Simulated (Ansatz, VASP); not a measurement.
# CuO: VASP beside Ansatz

File INCAR:

```
AGGAC = 1.0
AGGAX = 1.0
ALDAC = 0.0
ALDAX = 1.0
ALGO = Normal
EDIFF = 1E-7
ENCUT = 520
GGA = B5
ISIF = 2
ISMEAR = -1
LASPH = T
LCHARG = F
LREAL = F
LWAVE = F
NBANDS = 16
NELM = 100
PREC = Accurate
SIGMA = 0.05
```

Contents of KPOINTS:

```
k-points
0
Gamma
  10 10 10
```

The input POSCAR:

```
CuO
1.0
    0.0000000000      2.3426654489      2.3426654489
    2.3426654489      0.0000000000      2.3426654489
    2.3426654489      2.3426654489      0.0000000000
Cu O
1 1
Direct
    0.0000000000      0.0000000000      0.0000000000
    0.2500000000      0.2500000000      0.2500000000
```

File input.yaml:

```yaml
crystal:
  lattice:
    - [0.0, 2.3426654489, 2.3426654489]
    - [2.3426654489, 0.0, 2.3426654489]
    - [2.3426654489, 2.3426654489, 0.0]
  atoms:
    - { symbol: Cu, position: [0.0, 0.0, 0.0] }
    - { symbol: O, position: [0.25, 0.25, 0.25] }
hamiltonian:
  xc: blyp
  pseudopotentials: { kind: paw }
kpoints:
  mp_grid: { grid: [10, 10, 10] }
scf:
  occupations: { method: fermi_dirac, width: 0.05 }
output:
  forces: true
  stress: true
  eigenvalues: true
```

Alike in both runs: task single point; functional BLYP; k mesh 10 × 10 × 10; occupations fermi-dirac, width 0.05 eV; no spin polarisation.

```csv
,VASP,Ansatz
version,VASP 6.6.1,Ansatz 0.2.0
potentials or method,"VASP PAW PBE potentials, release 64 (Cu, O)",Ansatz PAW
plane-wave cutoff (eV),520,420
valence electrons in the cell,17,25
```

```tsv
	VASP	Ansatz	Ansatz less VASP
gap on the k mesh at the Fermi level (eV)	none	none	-
pressure (GPa)	-6.6	-7.0	-0.40
```

VASP's potentials were made for PBE, not for BLYP. A gap of «none» marks a metal or a gap that the smearing closes. The functional is the same, so the differences come from potentials, cutoffs and numerics. VASP's potentials hold 17 valence electrons a cell and Ansatz's 25, so a difference there can come from the potentials and not from the codes.
